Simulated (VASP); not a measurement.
# MoS2 (R3m) in VASP: a series of runs, part 2 of 2

VASP 6.6.1. The steps go on from the part before.

### Step 3. Electric field gradients, PBEsol (zz strain of +3 %)

Input file INCAR:

```
SYSTEM = MoS2
  ALGO = Normal
  EDIFF = 1E-8
  ENCUT = 520
  GGA = PS
  ISIF = 2
  ISMEAR = -1
  LASPH = .TRUE.
  LCHARG = .FALSE.
  LEFG = .TRUE.
  LREAL = .FALSE.
  LWAVE = .FALSE.
  NBANDS = 20
  NELM = 60
  PREC = Accurate
  SIGMA = 0.05
```

Input file KPOINTS:

```
k-points
0
G
  13 13 13
  0 0 0
```

Input file POSCAR:

```
MoS2
1.0
    1.5815003568      0.9130796567      6.3070299000
   -1.5815003568      0.9130796567      6.3070299000
    0.0000000000     -1.8261593134      6.3070299000
Mo S
1 2
Direct
    0.0000000000      0.0000000000      0.0000000000
    0.7484000000      0.7484000000      0.7484000000
    0.5849000000      0.5849000000      0.5849000000
```

Potentials or basis: VASP PAW PBE potentials, release 64 (Mo_sv, S).

The run is started by

```
$ cat potpaw_PBE.64/Mo_sv/POTCAR potpaw_PBE.64/S/POTCAR > POTCAR
$ mpirun -np 1 vasp_std > vasp.out
```

OUTCAR:

```text
SYSTEM = MoS2
   EDIFF = 1E-8
   ENCUT = 520
   GGA = PS
   ISIF = 2
   ISMEAR = -1
   LASPH = .TRUE.
   LREAL = .FALSE.
   NELM = 60
   PREC = Accurate

 ion  position               nearest neighbor table
   1  0.000  0.000  0.000-   2 2.39   2 2.39   2 2.39   3 2.39   3 2.39   3 2.39
   2  0.748  0.748  0.748-   1 2.39   1 2.39   1 2.39
   3  0.585  0.585  0.585-   1 2.39   1 2.39   1 2.39

  LATTYP: Found a trigonal (rhomboedric) cell.
 ALAT       =     6.5660858963
 COS(alpha) =     0.8839739614

  Lattice vectors:

 A1 = (   1.5815003568,   0.9130796567,   6.3070299000)
 A2 = (  -1.5815003568,   0.9130796567,   6.3070299000)
 A3 = (   0.0000000000,  -1.8261593134,   6.3070299000)

Analysis of symmetry for initial positions (statically):
=====================================================================
 Subroutine PRICEL returns:
 Original cell was already a primitive cell.

 Routine SETGRP: Setting up the symmetry group for a
 trigonal (rhombohedral) supercell.

 Subroutine GETGRP returns: Found  6 space group operations
 (whereof  6 operations were pure point group operations)
 out of a pool of 12 trial point group operations.

The static configuration has the point symmetry C_3v.

Analysis of symmetry for dynamics (positions and initial velocities):
=====================================================================
 Subroutine PRICEL returns:
 Original cell was already a primitive cell.

[... 156 lines left out ...]

 E-fermi :   7.5837     XC(G=0): -10.8212

 val. band max:        7.1172342603   @ k =   0.4615   0.4615   0.4615
 cond. band min:       8.1940668413   @ k =  -0.2308   0.1538   0.0000
 fundamental gap:      1.0768325811
 Fermi energy:         7.5837067288

 k-point     1 :       0.0000    0.0000    0.0000
  band No.  band energies     occupation
      1     -54.2433      2.00000
      2     -28.4424      2.00000
      3     -28.2069      2.00000
      4     -28.2069      2.00000
      5      -7.8112      2.00000
      6      -6.1725      2.00000
[... 541 lines left out ...]
     19      15.0926      0.00000
     20      15.6796      0.00000

 [... further k-points ...]
[... 5 lines left out ...]
  --------------------------------------------------------------------------------------
  -------------------------------------------------------------------------------------
  Total       -0.4980755     -0.4980755      0.2237896     -0.0000000      0.0000000      0.0000000
  in kB      -14.6033234    -14.6033234      6.5613991     -0.0000000      0.0000000      0.0000000
  external PRESSURE =      -7.5484159 kB  Pullay stress =       0.0000000 kB

 VOLUME and BASIS-vectors are now :
 -----------------------------------------------------------------------------
  energy-cutoff  :      520.00
  volume of cell :       54.65
      direct lattice vectors                 reciprocal lattice vectors
     1.581500357  0.913079657  6.307029900     0.316155477  0.182532450  0.052851079
    -1.581500357  0.913079657  6.307029900    -0.316155477  0.182532450  0.052851079
     0.000000000 -1.826159313  6.307029900     0.000000000 -0.365064900  0.052851079

 POSITION                                       TOTAL-FORCE (eV/Angst)
 -----------------------------------------------------------------------------------
      0.00000      0.00000      0.00000         0.000000     -0.000000     -0.003113
      0.00000      0.00000     14.16054         0.000000     -0.000000      0.094882
      0.00000      0.00000     11.06695         0.000000      0.000000     -0.091769
 -----------------------------------------------------------------------------------
    total drift:                                0.000000      0.000000      0.000003

  FREE ENERGIE OF THE ION-ELECTRON SYSTEM (eV)
  ---------------------------------------------------
  free  energy   TOTEN  =       -23.4464158463 eV

  energy  without entropy=      -23.4464154618  energy(sigma->0) =      -23.44641565

 Electric field gradients (V/A^2)
---------------------------------------------------------------------
 ion       V_xx      V_yy      V_zz      V_xy      V_xz      V_yz
---------------------------------------------------------------------
   1      40.913    40.913   -81.825     0.000    -0.000     0.000
   2      28.287    28.287   -56.573    -0.000     0.000    -0.000
   3      27.756    27.756   -55.512    -0.000    -0.000     0.000
---------------------------------------------------------------------

 Electric field gradients after diagonalization (V/A^2)
 (convention: |V_zz| > |V_xx| > |V_yy|)
----------------------------------------------------------------------
 ion       V_xx      V_yy      V_zz     asymmetry (V_yy - V_xx)/ V_zz
----------------------------------------------------------------------
   1      40.913    40.913   -81.825       0.000
   2      28.287    28.287   -56.573       0.000
   3      27.756    27.756   -55.512       0.000
----------------------------------------------------------------------

           NMR quadrupolar parameters

 Cq : quadrupolar parameter    Cq=e*Q*V_zz/h
 eta: asymmetry parameters     (V_yy - V_xx)/ V_zz
 Q  : nuclear electric quadrupole moment in mb (millibarn)
----------------------------------------------------------------------
 ion       Cq(MHz)       eta       Q (mb)
----------------------------------------------------------------------
   1      -0.198       0.000       1.000
   2      -0.137       0.000       1.000
   3      -0.134       0.000       1.000
----------------------------------------------------------------------
```

Wall time 15 min (1 thread of Intel Xeon Platinum 8488C (Sapphire Rapids), shared host); peak memory 0.48 GiB.

Results:

```
Free energy            : -23.4464 eV
Pressure               : -0.8 GPa
Largest force          : 0.095 eV/Å
Band gap on the k mesh : 1.08 eV, indirect (least direct gap 1.87 eV)
```

Forces in eV/Å, atoms in the order of the input:
```
Mo   0.000  0.000 -0.003
S    0.000  0.000  0.095
S    0.000  0.000 -0.092
```

Stress tensor (GPa, compression positive):
```
-1.46  0.00  0.00
 0.00 -1.46  0.00
 0.00  0.00  0.66
```

Electric field gradients, principal values (V/Å²):
| atom | least | middle | greatest (by size) |
| --- | --- | --- | --- |
| 1 Mo | 40.913 | 40.913 | -81.825 |
| 2 S | 28.287 | 28.287 | -56.573 |
| 3 S | 27.756 | 27.756 | -55.512 |

Caveat: the cell differs from its parent crystal (zz strain of +3 %); without QUAD_EFG the Cq values of the log hold for a quadrupole moment of 1 mb, not for the nuclei; the PAW data sets were made with another functional, which shifts forces and pressure a little.
